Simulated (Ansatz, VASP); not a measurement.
**Two plane-wave programs on Mo**

```
Mo
1.0
    -0.96190    1.67730    1.67730
     1.67730   -0.96190    1.67730
     1.67730    1.67730   -0.96190
Mo
1
Direct
  0.00000 0.00000 0.00000
```

Alike in both runs: task single point; functional LDA; k mesh 22 × 22 × 22; occupations gaussian, width 0.15 eV; no spin polarisation.

```csv
,VASP,Ansatz
version,VASP 6.6.1,Ansatz 0.2.0
potentials or method,"VASP PAW LDA potentials, release 64 (Mo_sv), cutoff 520 eV","scalar-relativistic, plane waves, PAW"
valence electrons in the cell,14,14
```

VASP gave:

```
gap on the k mesh at the Fermi level (eV)                     : none
pressure (GPa)                                                : -0.6
traceless stress, the component that is largest in VASP (GPa) : -6.01
```

Problem. Estimate Ansatz's values.

Solution. gap on the k mesh at the Fermi level (eV): none; pressure (GPa): -1.5; traceless stress, the component that is largest in VASP (GPa): -5.98.

Ansatz warns that its potentials were made for another functional, while VASP's fit it. LDA's correlation is that of Perdew and Zunger in VASP and of Perdew and Wang (1992) in Ansatz. A gap of «none» marks a metal or a gap that the smearing closes.
